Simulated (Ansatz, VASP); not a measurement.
AlN: VASP beside Ansatz

```xyz
4
Lattice="3.1302 0.0000 0.0000 -1.5651 2.7109 0.0000 0.0000 0.0000 5.2187" Properties=species:S:1:pos:R:3 pbc="T T T"
Al    0.0000    1.8072    0.0090
Al    1.5651    0.9036    2.6184
N     0.0000    1.8072    2.0002
N     1.5651    0.9036    4.6095
```

Change from the starting cell: strain +0.000 along x and y, +0.040 along z, atoms carried along.

Alike in both runs: task single point; functional PBE; k mesh 12 × 12 × 6; occupations gaussian, width 0.05 eV; no spin polarisation.

|  | VASP | Ansatz |
| --- | --- | --- |
| version | VASP 6.6.1 | Ansatz 0.2.0 |
| potentials or method | VASP PAW PBE potentials, release 64 (Al, N), cutoff 520 eV | scalar-relativistic, plane waves, PAW |
| valence electrons in the cell | 16 | 16 |

```tsv
	VASP	Ansatz	Ansatz less VASP
gap on the k mesh at the Fermi level (eV)	3.77	3.76	-0.007
least direct gap on the mesh (eV)	3.77	3.76	-0.007
pressure (GPa)	-6.7	-6.4	+0.27
traceless stress, the component that is largest in VASP (GPa)	-8.41	-8.37	+0.031
rms of the force components (eV/Å)	0.163	0.162	-0.0004
```

Atom by atom the forces differ by 0.000 eV/Å (rms over components).
